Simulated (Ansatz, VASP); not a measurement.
As2Se in VASP and in Ansatz

```
As Se
1.0
     3.91700    0.00000    0.00000
    -1.95850    3.39222    0.00000
     0.00000    0.00000    4.80314
As Se
2 1
Direct
  0.33333 0.66667 0.35116
  0.66667 0.33333 0.64884
  0.00000 0.00000 0.00000
```

Alike in both runs: task single point; functional PBE; k mesh 6 × 6 × 4; occupations gaussian, width 0.1 eV; no spin polarisation.

|  | VASP | Ansatz |
| --- | --- | --- |
| version | VASP 6.6.1 | Ansatz 0.2.0 |
| potentials or method | VASP PAW PBE potentials, release 64 (As, Se), cutoff 500 eV | scalar-relativistic, plane waves, PAW |
| valence electrons in the cell | 16 | 46 |

|  | VASP | Ansatz | Ansatz less VASP |
| --- | --- | --- | --- |
| gap on the k mesh at the Fermi level (eV) | none | none | - |
| pressure (GPa) | -0.1 | -0.2 | -0.10 |
| traceless stress, the component that is largest in VASP (GPa) | -0.59 | -0.59 | +0.007 |
| rms of the force components (eV/Å) | 0.015 | 0.021 | +0.0059 |

Atom by atom the forces differ by 0.006 eV/Å (rms over components). A gap of «none» marks a metal or a gap that the smearing closes. The functional is the same, so the differences come from potentials, cutoffs and numerics. VASP's potentials hold 16 valence electrons a cell and Ansatz's 46, so a difference there can come from the potentials and not from the codes.
